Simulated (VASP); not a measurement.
A run of VASP 6.6.1 is set up as follows.

INCAR

```
PREC = Accurate
ENCUT = 520
EDIFF = 1E-6
ISMEAR = -1
SIGMA = 0.13605693000000002
LREAL = F
LASPH = T
NELM = 80
ALGO = Normal
ISIF = 2
LWAVE = F
LCHARG = F
GGA = CA
NBANDS = 9
```

KPOINTS

```
Automatic mesh
0
Gamma
  12 12 12
```

File POSCAR:

```
Te
1.0
   -1.8773156575      1.8773156575      1.8773156575
    1.8773156575     -1.8773156575      1.8773156575
    1.8773156575      1.8773156575     -1.8773156575
Te
1
Direct
    0.0000000000      0.0000000000      0.0000000000
```

Potentials or basis: VASP PAW LDA potentials, release 64 (Te).

Command:

```sh
$ cat potpaw_LDA.64/Te/POTCAR > POTCAR
$ mpirun -np 1 vasp_std > vasp.out
```

Task: Predict the band gap on the k mesh.

Result: Zero (band 3 reaches 12.11 eV, above the bottom of band 4 at 5.05 eV).

Task: Predict the pressure.

Result: 0.2 GPa.

Caveat: spin-orbit coupling is left out, which moves the levels of the heavy elements.
